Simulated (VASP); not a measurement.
Runs of VASP 6.6.1 on ScHg. The structure is that of space group Pm-3m (No. 221), or close to it. The cells are those of the table. 

```tsv
cell	gap on the mesh (eV)	pressure (GPa)
a = 3.541 Å, 2 atoms	none	-7.3
a = 3.570 Å, 2 atoms	none	(a)
a = 3.480 Å, 2 atoms	none	-3.7
a = 3.449 Å, 2 atoms	none	-1.4
a = 3.385 Å, 2 atoms	none	4.5
a = 3.511 Å, 2 atoms	none	(b)
a = 3.417 Å, 2 atoms	none	1.3
```

Alike in all rows: task single point; level LDA; potentials or basis VASP PAW LDA potentials, release 64 (Sc_sv, Hg); no spin polarisation; k mesh 7 × 7 × 7; cutoff (eV) 520; smearing fermi-dirac 0.1 eV.

Task: Estimate the missing entries.

Result: (a) -8.7; (b) -5.6.

Caveats: spin-orbit coupling is left out, which moves the levels of the heavy elements.

A k mesh can miss the band edges, and the runs leave out spin-orbit coupling on Hg.

A gap of «none» marks levels without a gap at the run's occupations.
